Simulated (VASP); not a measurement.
# ZrC (Fm-3m) in VASP: a series of runs

Runs on ZrC. Level: PBE. Tasks: single point.

Program: VASP 6.6.1. These are calculated values, not measurements. Logs are shortened: lines on timing, memory, paths and dates and some standing lists are left out, and cuts for length are marked.

### 1 The cell of the first run

Symmetry: Fm-3m, No. 225, cubic system. The conventional cell has a = 4.512 Å, b = 4.512 Å, c = 4.512 Å, α = 90.00°, β = 90.00°, γ = 90.00°. Within 3.0 Å of Zr (site symmetry m-3m) lie 6 C at 2.26 Å. C (site symmetry m-3m) has 6 Zr at 2.26 Å within 3.0 Å.

### 2 Single point, PBE (volume scaled by 0.88)

INCAR reads:

```
PREC = Accurate
ENCUT = 520
EDIFF = 1E-7
ISMEAR = 0
SIGMA = 0.1
LREAL = False
LASPH = True
NELM = 100
ALGO = Normal
ISIF = 2
LWAVE = False
LCHARG = False
GGA = PE
NBANDS = 15
```

KPOINTS reads:

```
regular mesh
0
Gamma
  16 16 16
```

POSCAR reads:

```
ZrC
1.0
    0.0000000000      2.2561814896      2.2561814896
    2.2561814896      0.0000000000      2.2561814896
    2.2561814896      2.2561814896      0.0000000000
Zr C
1 1
Direct
    0.5000000000      0.5000000000      0.5000000000
    0.0000000000      0.0000000000      0.0000000000
```

Potentials or basis: VASP PAW PBE potentials, release 64 (Zr_sv, C).

Command:

```console
$ cat potpaw_PBE.64/Zr_sv/POTCAR potpaw_PBE.64/C/POTCAR > POTCAR
$ mpirun -np 1 vasp_std > vasp.out
```

OUTCAR:

```text
PREC = Accurate
   ENCUT = 520
   EDIFF = 1E-7
   ISMEAR = 0
   LREAL = False
   LASPH = True
   NELM = 100
   ISIF = 2
   GGA = PE

 ion  position               nearest neighbor table
   1  0.500  0.500  0.500-   2 2.26   2 2.26   2 2.26   2 2.26   2 2.26   2 2.26
   2  0.000  0.000  0.000-   1 2.26   1 2.26   1 2.26   1 2.26   1 2.26   1 2.26

  LATTYP: Found a face centered cubic cell.
 ALAT       =     4.5123629792

  Lattice vectors:

 A1 = (   0.0000000000,   2.2561814896,   2.2561814896)
 A2 = (   2.2561814896,   0.0000000000,   2.2561814896)
 A3 = (   2.2561814896,   2.2561814896,   0.0000000000)

Analysis of symmetry for initial positions (statically):
=====================================================================
 Subroutine PRICEL returns:
 Original cell was already a primitive cell.

 Routine SETGRP: Setting up the symmetry group for a
 face centered cubic supercell.

 Subroutine GETGRP returns: Found 48 space group operations
 (whereof 48 operations were pure point group operations)
 out of a pool of 48 trial point group operations.

The static configuration has the point symmetry O_h .

Analysis of symmetry for dynamics (positions and initial velocities):
=====================================================================
 Subroutine PRICEL returns:
 Original cell was already a primitive cell.

 Routine SETGRP: Setting up the symmetry group for a
 face centered cubic supercell.

 Subroutine GETGRP returns: Found 48 space group operations
 (whereof 48 operations were pure point group operations)
 out of a pool of 48 trial point group operations.

The dynamic configuration has the point symmetry O_h .

 Subroutine INISYM returns: Found 48 space group operations
 (whereof 48 operations are pure point group operations),
 and found     1 'primitive' translations

----------------------------------------------------------------------------------------

                                     Primitive cell

  volume of cell :      22.9695

  direct lattice vectors                    reciprocal lattice vectors
     0.000000000  2.256181490  2.256181490    -0.221613377  0.221613377  0.221613377
     2.256181490  0.000000000  2.256181490     0.221613377 -0.221613377  0.221613377
     2.256181490  2.256181490  0.000000000     0.221613377  0.221613377 -0.221613377

  length of vectors
     3.190722462  3.190722462  3.190722462     0.383845629  0.383845629  0.383845629

  position of ions in fractional coordinates (direct lattice)
     0.500000000  0.500000000  0.500000000
     0.000000000  0.000000000  0.000000000

  ion indices of the primitive-cell ions
   primitive index   ion index
                 1           1
                 2           2

----------------------------------------------------------------------------------------

 KPOINTS: regular mesh

Automatic generation of k-mesh.
 Grid dimensions read from file:
 generate k-points for:   16   16   16

 Generating k-lattice:

  Cartesian coordinates                     Fractional coordinates (reciprocal lattice)
    -0.013850836  0.013850836  0.013850836     0.062500000  0.000000000  0.000000000
     0.013850836 -0.013850836  0.013850836     0.000000000  0.062500000  0.000000000
     0.013850836  0.013850836 -0.013850836     0.000000000  0.000000000  0.062500000

  Length of vectors
     0.023990352  0.023990352  0.023990352

  Shift w.r.t. Gamma in fractional coordinates (k-lattice)
     0.000000000  0.000000000  0.000000000

 Subroutine IBZKPT returns following result:
 ===========================================

 Found    145 irreducible k-points:

 Following reciprocal coordinates:
            Coordinates               Weight
  0.000000  0.000000  0.000000      1.000000
  0.062500  0.000000  0.000000      8.000000
  0.125000  0.000000  0.000000      8.000000
  0.187500  0.000000  0.000000      8.000000
  0.250000  0.000000  0.000000      8.000000
  0.312500  0.000000  0.000000      8.000000
[... 16 lines left out ...]
 -0.125000  0.062500  0.000000     24.000000
 -0.062500  0.062500  0.000000     12.000000
 [... further k-points ...]
   k-points           NKPTS =    145   k-points in BZ     NKDIM =    145   number of bands    NBANDS=     15
   number of dos      NEDOS =    301   number of ions     NIONS =      2
   total plane-waves  NPLWV =  13824
   dimension x,y,z NGX =    24 NGY =   24 NGZ =   24
   dimension x,y,z NGXF=    48 NGYF=   48 NGZF=   48
   ions per type =               1   1
   NGX,Y,Z   is equivalent  to a cutoff of  12.50, 12.50, 12.50 a.u.
   NGXF,Y,Z  is equivalent  to a cutoff of  25.01, 25.01, 25.01 a.u.
 SYSTEM =  unknown system
   PREC   = accura    normal or accurate (medium, high low for compatibility)
   ISTART =      0    job   : 0-new  1-cont  2-samecut
   ICHARG =      2    charge: 1-file 2-atom 10-const
   ISPIN  =      1    spin polarized calculation?
   LNONCOLLINEAR =      F non collinear calculations
   LSORBIT =      F    spin-orbit coupling
   LASPH  =      T    aspherical Exc in radial PAW
   ENCUT  =  520.0 eV  38.22 Ry    6.18 a.u.   5.93  5.93  5.93*2*pi/ulx,y,z
   NELM   =    100;   NELMIN=  2; NELMDL= -5     # of ELM steps
   EDIFF  = 0.1E-06   stopping-criterion for ELM
   LREAL  =      F    real-space projection
   EDIFFG = 0.1E-05   stopping-criterion for IOM
   NSW    =      0    number of steps for IOM
   IBRION =     -1    ionic relax: 0-MD 1-quasi-New 2-CG
   NFREE  =      0    steps in history (QN), initial steepest desc. (CG)
   ISIF   =      2    stress and relaxation
   ISYM   =      2    0-nonsym 1-usesym 2-fastsym
   POTIM  = 0.5000    time-step for ionic-motion
   TEBEG  =    0.0;   TEEND  =   0.0 temperature during run
   PSTRESS=    0.0 pullay stress
   NELECT =      16.0000    total number of electrons
   NUPDOWN=      -1.0000    fix difference up-down
   EMIN   =  10.00;   EMAX   =-10.00  energy-range for DOS
   EFERMI =   0.00;   METHOD = LEGACY
   ISMEAR =     0;   SIGMA  =   0.10  broadening in eV -4-tet -1-fermi 0-gaus
   EFERMI_NEDOS =   21; number of points for ismear=-14 and -15
   IALGO  =     38    algorithm
   IMIX   =      4    mixing-type and parameters
     AMIX     =   0.40;   BMIX     =  1.00
     AMIX_MAG =   1.60;   BMIX_MAG =  1.00
  volume/ion in A,a.u.               =      11.48        77.50
  Fermi-wavevector in a.u.,A,eV,Ry     =   1.451212  2.742393 28.654082  2.106016
  Thomas-Fermi vector in A             =   2.568735
   LORBIT       =      0    0 simple, 1 ext, 2 COOP (PROOUT), +10 PAW based schemes
   GGA     = PE    functional components
   LHFCALC =     F    Hartree Fock is set to
   AEXX    =    0.0000 exact exchange contribution
   IVDW    =     0    specifies the selected vdW correction
   LEPSILON=     F    determine dielectric tensor
   LRPA    =     F    only Hartree local field effects (RPA)
 non-spin polarized calculation
 Gauss-broadening in eV      SIGMA  =   0.10
  energy-cutoff  :      520.00
  volume of cell :       22.97
 maximum number of plane-waves:       636
   NGX = 11   NGY = 11   NGZ = 11

 number of electron      15.9999999 magnetization

 Free energy of the ion-electron system (eV)
  ---------------------------------------------------
  ext. energy  EPLUGINS =         0.00000000
  ---------------------------------------------------
  free energy    TOTEN  =       -19.13265702 eV

  energy without entropy =      -19.13137480  energy(sigma->0) =      -19.13201591

 E-fermi :  11.0953     XC(G=0): -12.7512

 val. band max:       11.0794083646   @ k =   0.3750   0.3125   0.0000
 cond. band min:      11.2140196267   @ k =   0.2500   0.1875   0.0000
 fundamental gap:      0.1346112621
 Fermi energy:        11.0953096807

 k-point     1 :       0.0000    0.0000    0.0000
  band No.  band energies     occupation
      1     -36.5633      2.00000
      2     -14.1634      2.00000
      3     -14.1634      2.00000
      4     -14.1634      2.00000
      5      -0.6212      2.00000
      6      12.0508      0.00000
      7      12.0508      0.00000
      8      12.0508      0.00000
      9      12.2086      0.00000
     10      12.2086      0.00000
     11      12.2086      0.00000
     12      14.2596      0.00000
     13      14.2596      0.00000
     14      19.8648      0.00000
     15      21.7726      0.00000

 k-point     2 :       0.0625    0.0000    0.0000
  band No.  band energies     occupation
      1     -36.5567      2.00000
      2     -14.2195      2.00000
      3     -14.1678      2.00000
      4     -14.1678      2.00000
      5      -0.5105      2.00000
      6      11.2372      0.04485
      7      11.4471      0.00000
      8      11.4471      0.00000
      9      12.4536      0.00000
     10      12.4536      0.00000
     11      12.8179      0.00000
     12      14.8337      0.00000
     13      14.8337      0.00000
     14      20.0506      0.00000
     15      22.0642      0.00000

 k-point     3 :       0.1250    0.0000    0.0000
  band No.  band energies     occupation
      1     -36.5379      2.00000
      2     -14.3761      2.00000
      3     -14.1803      2.00000
      4     -14.1803      2.00000
      5      -0.1927      2.00000
      6      10.2203      2.00000
      7      10.5763      2.00000
      8      10.5763      2.00000
      9      12.7876      0.00000
     10      12.7876      0.00000
     11      13.3064      0.00000
     12      16.0067      0.00000
     13      16.0067      0.00000
     14      20.5356      0.00000
     15      22.8749      0.00000
[... 343 lines left out ...]
 k-point    23 :      -0.1250    0.0625    0.0000
  band No.  band energies     occupation
      1     -36.5241      2.00000
      2     -14.4657      2.00000
      3     -14.2296      2.00000
      4     -14.1716      2.00000
      5       0.0356      2.00000
      6       9.6538      2.00000
      7       9.9840      2.00000
      8      10.3467      2.00000
      9      12.6652      0.00000
     10      13.4005      0.00000
     11      13.7239      0.00000
     12      15.8442      0.00000
     13      17.2377      0.00000
     14      20.8950      0.00000
     15      23.4432      0.00000

 k-point    24 :      -0.0625    0.0625    0.0000
  band No.  band energies     occupation
      1     -36.5461      2.00000
      2     -14.2964      2.00000
      3     -14.1975      2.00000
      4     -14.1648      2.00000
      5      -0.3328      2.00000
      6      10.6132      2.00000
      7      10.8040      1.99996
      8      10.9728      1.91677
      9      12.3728      0.00000
     10      13.0955      0.00000
     11      13.1480      0.00000
     12      14.9784      0.00000
     13      15.9288      0.00000
     14      20.3494      0.00000
     15      22.5264      0.00000

 [... further k-points ...]
[... 5 lines left out ...]
  --------------------------------------------------------------------------------------
  -------------------------------------------------------------------------------------
  Total        5.3069583      5.3069583      5.3069583     -0.0000000      0.0000000      0.0000000
  in kB      370.1725122    370.1725122    370.1725122     -0.0000000      0.0000000      0.0000000
  external PRESSURE =     370.1725122 kB  Pullay stress =       0.0000000 kB

 VOLUME and BASIS-vectors are now :
 -----------------------------------------------------------------------------
  energy-cutoff  :      520.00
  volume of cell :       22.97
      direct lattice vectors                 reciprocal lattice vectors
     0.000000000  2.256181490  2.256181490    -0.221613377  0.221613377  0.221613377
     2.256181490  0.000000000  2.256181490     0.221613377 -0.221613377  0.221613377
     2.256181490  2.256181490  0.000000000     0.221613377  0.221613377 -0.221613377

 POSITION                                       TOTAL-FORCE (eV/Angst)
 -----------------------------------------------------------------------------------
      2.25618      2.25618      2.25618         0.000000      0.000000      0.000000
      0.00000      0.00000      0.00000        -0.000000     -0.000000     -0.000000
 -----------------------------------------------------------------------------------
    total drift:                                0.000000     -0.000000      0.000000

  FREE ENERGIE OF THE ION-ELECTRON SYSTEM (eV)
  ---------------------------------------------------
  free  energy   TOTEN  =       -19.1326570228 eV

  energy  without entropy=      -19.1313747966  energy(sigma->0) =      -19.13201591
```

Wall time 21 s (1 thread of AMD EPYC 9R45 (Zen 5), shared host); peak memory 0.14 GiB.

What came out:

- Free energy: -19.1327 eV
- Pressure: 37.0 GPa
- Band gap on the k mesh: zero (band 8 reaches 12.05 eV, above the bottom of band 9 at 10.70 eV)

### 3 Single point, PBE (volume scaled by 0.91)

INCAR reads:

```
SYSTEM = ZrC
  PREC = Accurate
  ENCUT = 520
  EDIFF = 1E-7
  ISMEAR = 0
  SIGMA = 0.1
  LREAL = .FALSE.
  LASPH = .TRUE.
  NELM = 100
  ALGO = Normal
  ISIF = 2
  LWAVE = .FALSE.
  LCHARG = .FALSE.
  GGA = PE
  NBANDS = 15
```

KPOINTS reads:

```
Automatic mesh
0
G
  16 16 16
  0 0 0
```

POSCAR reads:

```
ZrC
1.0
    0.0000000000      2.2815339655      2.2815339655
    2.2815339655      0.0000000000      2.2815339655
    2.2815339655      2.2815339655      0.0000000000
Zr C
1 1
Direct
    0.5000000000      0.5000000000      0.5000000000
    0.0000000000      0.0000000000      0.0000000000
```

Potentials or basis: VASP PAW PBE potentials, release 64 (Zr_sv, C).

Command:

```console
$ cat potpaw_PBE.64/Zr_sv/POTCAR potpaw_PBE.64/C/POTCAR > POTCAR
$ mpirun -np 1 vasp_std > vasp.out
```

It took 23 s on 1 thread of AMD EPYC 9R45 (Zen 5), shared host; peak memory 0.14 GiB.

Results (log left out):

```
Free energy            : -19.2855 eV
Pressure               : 25.6 GPa
Band gap on the k mesh : zero (band 8 reaches 11.63 eV, above the bottom of band 9 at 10.29 eV)
```

Levels at points of the mesh, in eV from the Fermi level:
```tsv
k point	band 4	band 5	band 6	band 7	band 8	band 9	band 10	band 11	band 12	band 13
(0.00, 0.00, 0.00)	-25.40	-11.60	0.96	0.96	0.96	1.12	1.12	1.12	3.08	3.08
(0.50, 0.00, 0.00)	-25.51	-8.06	-5.65	-3.24	-3.24	5.00	5.00	5.91	6.94	11.23
(0.50, 0.50, 0.00)	-25.79	-10.53	-2.06	-1.87	0.17	0.17	4.94	6.34	6.34	9.16
```

(Part 1 of 3 ends here.)
